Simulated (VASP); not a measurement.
# Ge15W (F-43m) in VASP: single point with PBEsol+U

Aim: the single point of Ge15W with PBEsol+U.

Everything below comes from runs of VASP 6.6.1. Logs are shortened: lines on timing, memory, paths and dates and some standing lists are left out, and cuts for length are marked.

## (1) The cell of the first run

The structure is cubic, space group F-43m (No. 216). The conventional cell has a = 11.315 Å, b = 11.315 Å, c = 11.315 Å, α = 90.00°, β = 90.00°, γ = 90.00°. W (site symmetry -43m) has 4 Ge at 2.47 Å within 3.3 Å. Within 3.2 Å of Ge (site symmetry 2mm) lie 4 Ge at 2.44 to 2.45 Å. Ge (site symmetry -43m) has 4 Ge at 2.45 Å within 3.2 Å. Within 3.2 Å of Ge (site symmetry 3m) lie 3 Ge at 2.44 Å and 1 W at 2.47 Å. Ge (site symmetry 3m) has 4 Ge at 2.45 Å within 3.2 Å.

## (2) Single point, PBEsol+U, collinear spin

Contents of INCAR:

```
ALGO = Normal
EDIFF = 1E-6
ENCUT = 520
GGA = PS
ISIF = 2
ISMEAR = 0
ISPIN = 2
LASPH = True
LCHARG = True
LDAU = True
LDAUJ = 0 0
LDAUL = 2 -1
LDAUPRINT = 1
LDAUTYPE = 2
LDAUU = 2 0
LELF = True
LMAXMIX = 4
LORBIT = 11
LREAL = Auto
LVHAR = True
LWAVE = False
MAGMOM = 2 0 0 0 0 0 0 0 0 0 0 0 0 0 0 0
NBANDS = 130
NELM = 150
PREC = Accurate
SIGMA = 0.05
```

Contents of KPOINTS:

```
k-points
0
Gamma
  3 3 3
```

Contents of POSCAR:

```
Ge15W
1.0
    0.0000000000      5.6575400000      5.6575400000
    5.6575400000      0.0000000000      5.6575400000
    5.6575400000      5.6575400000      0.0000000000
W Ge
1 15
Direct
    1.0000000000      0.0000000000      0.0000000000
    0.9994882437      0.9994882437      0.5005117563
    0.9994882437      0.5005117563      0.9994882437
    0.9994882437      0.5005117563      0.5005117563
    0.5005117563      0.9994882437      0.9994882437
    0.5005117563      0.9994882437      0.5005117563
    0.5005117563      0.5005117563      0.9994882437
    0.5000000000      0.5000000000      0.5000000000
    0.1262845516      0.1262845516      0.1262845516
    0.1262845516      0.1262845516      0.6211463453
    0.1262845516      0.6211463453      0.1262845516
    0.1253257359      0.6248914214      0.6248914214
    0.6211463453      0.1262845516      0.1262845516
    0.6248914214      0.1253257359      0.6248914214
    0.6248914214      0.6248914214      0.1253257359
    0.6248914214      0.6248914214      0.6248914214
```

Potentials or basis: VASP PAW PBE potentials, release 64 (W_sv, Ge_d).

On the command line:

```
$ cat potpaw_PBE.64/W_sv/POTCAR potpaw_PBE.64/Ge_d/POTCAR > POTCAR
$ mpirun -np 1 vasp_std > vasp.out
```

OUTCAR:

```text
EDIFF = 1E-6
   ENCUT = 520
   GGA = PS
   ISIF = 2
   ISMEAR = 0
   ISPIN = 2
   LASPH = True
   LORBIT = 11
   LREAL = Auto
   NELM = 150
   PREC = Accurate

 ion  position               nearest neighbor table
   1  0.000  0.000  0.000-  10 2.47  11 2.47  13 2.47   9 2.47
   2  0.999  0.999  0.501-   9 2.44  10 2.44  12 2.45  14 2.45
   3  0.999  0.501  0.999-   9 2.44  11 2.44  12 2.45  15 2.45
   4  0.999  0.501  0.501-  10 2.44  11 2.44  16 2.45  12 2.45
   5  0.501  0.999  0.999-   9 2.44  13 2.44  14 2.45  15 2.45
   6  0.501  0.999  0.501-  10 2.44  13 2.44  16 2.45  14 2.45
[... 8 lines left out ...]
  15  0.625  0.625  0.125-   3 2.45   5 2.45   7 2.45   8 2.45
  16  0.625  0.625  0.625-   4 2.45   6 2.45   7 2.45   8 2.45

  LATTYP: Found a face centered cubic cell.
 ALAT       =    11.3150800000

  Lattice vectors:

 A1 = (   0.0000000000,   5.6575400000,   5.6575400000)
 A2 = (   5.6575400000,   0.0000000000,   5.6575400000)
 A3 = (   5.6575400000,   5.6575400000,   0.0000000000)

Analysis of symmetry for initial positions (statically):
=====================================================================
 Subroutine PRICEL returns:
 Original cell was already a primitive cell.

 Routine SETGRP: Setting up the symmetry group for a
 face centered cubic supercell.

 Subroutine GETGRP returns: Found 24 space group operations
 (whereof 24 operations were pure point group operations)
 out of a pool of 48 trial point group operations.

The static configuration has the point symmetry T_d .

Analysis of symmetry for dynamics (positions and initial velocities):
=====================================================================
 Subroutine PRICEL returns:
 Original cell was already a primitive cell.

 Routine SETGRP: Setting up the symmetry group for a
 face centered cubic supercell.

 Subroutine GETGRP returns: Found 24 space group operations
 (whereof 24 operations were pure point group operations)
 out of a pool of 48 trial point group operations.

The dynamic configuration has the point symmetry T_d .

Analysis of structural, dynamic, and magnetic symmetry:
=====================================================================
 Subroutine PRICEL returns:
 Original cell was already a primitive cell.

 Routine SETGRP: Setting up the symmetry group for a
 face centered cubic supercell.

 Subroutine GETGRP returns: Found 24 space group operations
 (whereof 24 operations were pure point group operations)
 out of a pool of 48 trial point group operations.

The overall configuration has the point symmetry T_d .

 Subroutine INISYM returns: Found 24 space group operations
 (whereof 24 operations are pure point group operations),
 and found     1 'primitive' translations

----------------------------------------------------------------------------------------

                                     Primitive cell

  volume of cell :     362.1704

  direct lattice vectors                    reciprocal lattice vectors
     0.000000000  5.657540000  5.657540000    -0.088377634  0.088377634  0.088377634
     5.657540000  0.000000000  5.657540000     0.088377634 -0.088377634  0.088377634
     5.657540000  5.657540000  0.000000000     0.088377634  0.088377634 -0.088377634

  length of vectors
     8.000969798  8.000969798  8.000969798     0.153074553  0.153074553  0.153074553

  position of ions in fractional coordinates (direct lattice)
     0.000000000  0.000000000  0.000000000
     0.999488244  0.999488244  0.500511756
[... 108 lines left out ...]
   LORBIT       =     11    0 simple, 1 ext, 2 COOP (PROOUT), +10 PAW based schemes
 LDA+U is selected, type is set to LDAUTYPE =  2
   angular momentum for each species LDAUL =     2   -1
   U (eV)           for each species LDAUU =   2.0  0.0
   J (eV)           for each species LDAUJ =   0.0  0.0
   GGA     = PS    functional components
   LHFCALC =     F    Hartree Fock is set to
   AEXX    =    0.0000 exact exchange contribution
   IVDW    =     0    specifies the selected vdW correction
   LEPSILON=     F    determine dielectric tensor
   LRPA    =     F    only Hartree local field effects (RPA)
 spin polarized calculation
 Gauss-broadening in eV      SIGMA  =   0.05
  energy-cutoff  :      520.00
  volume of cell :      362.17
 maximum number of plane-waves:      9765
   NGX = 29   NGY = 29   NGZ = 29

atom =   1  type =  1  l = 2

 onsite density matrix

spin component  1

  0.4088  0.0000 -0.0000  0.0000 -0.0000
  0.0000  0.4088 -0.0000  0.0000  0.0000
 -0.0000 -0.0000  0.6284 -0.0000  0.0000
  0.0000  0.0000 -0.0000  0.4088 -0.0000
 -0.0000  0.0000  0.0000 -0.0000  0.6284

spin component  2

  0.2953  0.0000 -0.0000  0.0000  0.0000
  0.0000  0.2953  0.0000  0.0000 -0.0000
 -0.0000  0.0000  0.0656  0.0000  0.0000
  0.0000  0.0000  0.0000  0.2953  0.0000
  0.0000 -0.0000  0.0000  0.0000  0.0656

 occupancies and eigenvectors

  o =  0.0656  v =  0.0000  0.0000  0.0000  0.0000  0.0000  0.0000 -0.0000 -0.0709  0.0000  0.9975      0.0000  0.0000  0.0000  0.0000  0.0000  0.0000  0.0000  0.0000  0.0000  0.0000
  o =  0.0656  v =  0.0000  0.0000  0.0000  0.0000  0.0000  0.0000  0.0000  0.9975 -0.0000  0.0709      0.0000  0.0000  0.0000  0.0000  0.0000  0.0000  0.0000  0.0000  0.0000  0.0000
  o =  0.2953  v =  0.0000  0.0000  0.0000  0.0000  0.0000  0.0000 -0.7672 -0.0000 -0.6414  0.0000      0.0000  0.0000  0.0000  0.0000  0.0000  0.0000  0.0000  0.0000  0.0000  0.0000
  o =  0.2953  v =  0.0000  0.0000  0.0000  0.0000  0.0000  0.0000  0.6414 -0.0000 -0.7672  0.0000      0.0000  0.0000  0.0000  0.0000  0.0000  0.0000  0.0000  0.0000  0.0000  0.0000
  o =  0.2953  v =  0.0000  0.0000  0.0000  0.0000  0.0000  1.0000  0.0000  0.0000  0.0000  0.0000      0.0000  0.0000  0.0000  0.0000  0.0000  0.0000  0.0000  0.0000  0.0000  0.0000
  o =  0.4088  v =  0.0000 -0.7820  0.0000 -0.6232 -0.0000  0.0000  0.0000  0.0000  0.0000  0.0000      0.0000  0.0000  0.0000  0.0000  0.0000  0.0000  0.0000  0.0000  0.0000  0.0000
  o =  0.4088  v =  1.0000  0.0000  0.0000  0.0000  0.0000  0.0000  0.0000  0.0000  0.0000  0.0000      0.0000  0.0000  0.0000  0.0000  0.0000  0.0000  0.0000  0.0000  0.0000  0.0000
  o =  0.4088  v =  0.0000  0.6232  0.0000 -0.7820 -0.0000  0.0000  0.0000  0.0000  0.0000  0.0000      0.0000  0.0000  0.0000  0.0000  0.0000  0.0000  0.0000  0.0000  0.0000  0.0000
  o =  0.6284  v =  0.0000  0.0000  0.9996  0.0000  0.0272  0.0000  0.0000  0.0000  0.0000  0.0000      0.0000  0.0000  0.0000  0.0000  0.0000  0.0000  0.0000  0.0000  0.0000  0.0000
  o =  0.6284  v =  0.0000  0.0000 -0.0272 -0.0000  0.9996  0.0000  0.0000  0.0000  0.0000  0.0000      0.0000  0.0000  0.0000  0.0000  0.0000  0.0000  0.0000  0.0000  0.0000  0.0000

 number of electron     224.0000128 magnetization       1.9835030

 Free energy of the ion-electron system (eV)
  ---------------------------------------------------
  ext. energy  EPLUGINS =         0.00000000
  ---------------------------------------------------
  free energy    TOTEN  =       -81.62739599 eV

  energy without entropy =      -81.62626913  energy(sigma->0) =      -81.62683256

 E-fermi :   4.6428     XC(G=0): -10.2130

 val. band max:        4.5795841855   @ k =   0.3333   0.3333   0.0000
 cond. band min:       4.6861027857   @ k =   0.0000   0.0000   0.0000
 fundamental gap:      0.1065186002
 Fermi energy:         4.6428278348

 spin component 1

 k-point     1 :       0.0000    0.0000    0.0000
  band No.  band energies     occupation
      1     -69.4047      1.00000
      2     -33.7745      1.00000
      3     -33.7745      1.00000
      4     -33.7745      1.00000
      5     -19.8499      1.00000
      6     -19.8499      1.00000
[... 497 lines left out ...]
    123       8.0779      0.00000
    124       8.1446      0.00000
 Fermi energy:         4.6428278348

 spin component 2

 k-point     1 :       0.0000    0.0000    0.0000
  band No.  band energies     occupation
      1     -68.7512      1.00000
      2     -32.8897      1.00000
      3     -32.8897      1.00000
      4     -32.8897      1.00000
      5     -19.8479      1.00000
      6     -19.8479      1.00000
[... 497 lines left out ...]
    123       8.0965      0.00000
    124       8.1778      0.00000
 [bands above 124 left out]

------------------------ aborting loop because EDIFF is reached ----------------------------------------

  FORCE on cell =-STRESS in cart. coord.  units (eV):
  Direction    XX          YY          ZZ          XY          YZ          ZX
  --------------------------------------------------------------------------------------
  -------------------------------------------------------------------------------------
  Total        3.1546098      3.1546098      3.1546098      0.0000000      0.0000000      0.0000000
  in kB       13.9554337     13.9554337     13.9554337      0.0000000      0.0000000      0.0000000
  external PRESSURE =      13.9554337 kB  Pullay stress =       0.0000000 kB

 VOLUME and BASIS-vectors are now :
 -----------------------------------------------------------------------------
  energy-cutoff  :      520.00
  volume of cell :      362.17
      direct lattice vectors                 reciprocal lattice vectors
     0.000000000  5.657540000  5.657540000    -0.088377634  0.088377634  0.088377634
     5.657540000  0.000000000  5.657540000     0.088377634 -0.088377634  0.088377634
     5.657540000  5.657540000  0.000000000     0.088377634  0.088377634 -0.088377634

 POSITION                                       TOTAL-FORCE (eV/Angst)
 -----------------------------------------------------------------------------------
      0.00000      0.00000      0.00000        -0.000000     -0.000000     -0.000000
      8.48631      8.48631     11.30929        -0.000000     -0.000000     -0.012113
      8.48631     11.30929      8.48631        -0.000000     -0.012113     -0.000000
      5.66333      8.48631      8.48631         0.012113     -0.000000     -0.000000
     11.30929      8.48631      8.48631        -0.012113     -0.000000     -0.000000
      8.48631      5.66333      8.48631        -0.000000      0.012113     -0.000000
[... 8 lines left out ...]
      4.24438      4.24438      7.07070         0.004256      0.004256     -0.004256
      7.07070      7.07070      7.07070        -0.004256     -0.004256     -0.004256
 -----------------------------------------------------------------------------------
    total drift:                                0.000001      0.000001      0.000001

  FREE ENERGIE OF THE ION-ELECTRON SYSTEM (eV)
  ---------------------------------------------------
  free  energy   TOTEN  =       -81.6273959859 eV

  energy  without entropy=      -81.6262691286  energy(sigma->0) =      -81.62683256

 total charge

# of ion       s       p       d       tot
------------------------------------------
    1        2.416   6.139   3.452  12.006
    2        1.127   1.255  10.025  12.407
    3        1.127   1.255  10.025  12.407
    4        1.127   1.255  10.025  12.407
    5        1.127   1.255  10.025  12.407
    6        1.127   1.255  10.025  12.407
[... 8 lines left out ...]
   15        1.121   1.267  10.024  12.412
   16        1.121   1.267  10.024  12.412
--------------------------------------------------
tot         19.311  25.285 153.851 198.447

 magnetization (x)

# of ion       s       p       d       tot
------------------------------------------
    1        0.026   0.001   1.450   1.477
    2        0.006   0.015  -0.000   0.020
    3        0.006   0.015  -0.000   0.020
    4        0.006   0.015  -0.000   0.020
    5        0.006   0.015  -0.000   0.020
    6        0.006   0.015  -0.000   0.020
[... 8 lines left out ...]
   15       -0.001   0.004  -0.000   0.002
   16       -0.001   0.004  -0.000   0.002
--------------------------------------------------
tot          0.025  -0.004   1.511   1.532
```

It took 11 min on 1 thread of Oxide Virtual Turin-like, shared host; peak memory 0.76 GiB.

Results:

```yaml
Free_energy: -81.6274 eV
Pressure: 1.4 GPa
Largest_force: 0.037 eV/Å
Band_gap_on_the_k_mesh: 0.11 eV (least direct gap 0.21 eV)
Net_moment: 1.98 μB per cell
Site_moments: W +1.48; Ge +0.02, -0.00, -0.02, +0.00 (each value once) μB
Valence_electrons_inside_the_program's_atomic_spheres: W 12.01; Ge 12.41, 12.48 (each value once)
```

Forces in eV/Å, atoms in the order of the input:
```
W    0.000  0.000  0.000
Ge   0.000  0.000 -0.012
Ge   0.000 -0.012  0.000
Ge   0.012  0.000  0.000
Ge  -0.012  0.000  0.000
Ge   0.000  0.012  0.000
Ge   0.000  0.000  0.012
Ge   0.000  0.000  0.000
Ge  -0.021 -0.021 -0.021
Ge   0.021  0.021 -0.021
Ge   0.021 -0.021  0.021
Ge  -0.004  0.004  0.004
Ge  -0.021  0.021  0.021
Ge   0.004 -0.004  0.004
Ge   0.004  0.004 -0.004
Ge  -0.004 -0.004 -0.004
```

Eigenvalues of the final occupation matrices:
```
    site  spin  trace               eigenvalues
site 1 d     1   2.48  0.41 0.41 0.41 0.63 0.63
site 1 d     2   1.02  0.07 0.07 0.30 0.30 0.30
```

Caveat: the PAW data sets were made with another functional, which shifts forces and pressure a little; spin-orbit coupling is left out, which moves the levels of the heavy elements; an odd mesh through Γ misses points on the zone boundary, where band edges can lie; the U is typed as a test and isn't derived for this compound.
